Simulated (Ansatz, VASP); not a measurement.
One calculation of CsTl2, two programs

```
Cs Tl
1.0
     7.34797    0.00000    0.00000
     0.00000    7.34797    0.00000
     0.00000    0.00000    6.97649
Cs Tl
2 4
Cartesian
  0.0000 0.0000 0.0000
  3.6740 3.6740 3.4882
  2.5850 2.5850 0.0000
  1.0890 6.2590 3.4882
  4.7630 4.7630 0.0000
  6.2590 1.0890 3.4882
```

Alike in both runs: functional PBE; k mesh 4 × 4 × 4; occupations gaussian, width 0.1 eV; no spin polarisation.

Ansatz relaxed the structure, and its values are those at the end. VASP's run is a single point on that final structure, the one shown.

|  | VASP | Ansatz |
| --- | --- | --- |
| version | VASP 6.6.1 | Ansatz 0.2.0 |
| potentials or method | VASP PAW PBE potentials, release 64 (Cs_sv, Tl_d), cutoff 520 eV | scalar-relativistic, plane waves, PAW |
| valence electrons in the cell | 70 | 70 |

```tsv
	VASP	Ansatz	Ansatz less VASP
gap on the k mesh at the Fermi level (eV)	none	none	-
pressure (GPa)	0.1	0.1	+0.02
```

A gap of «none» marks a metal or a gap that the smearing closes.

Neither program's run includes spin-orbit coupling.
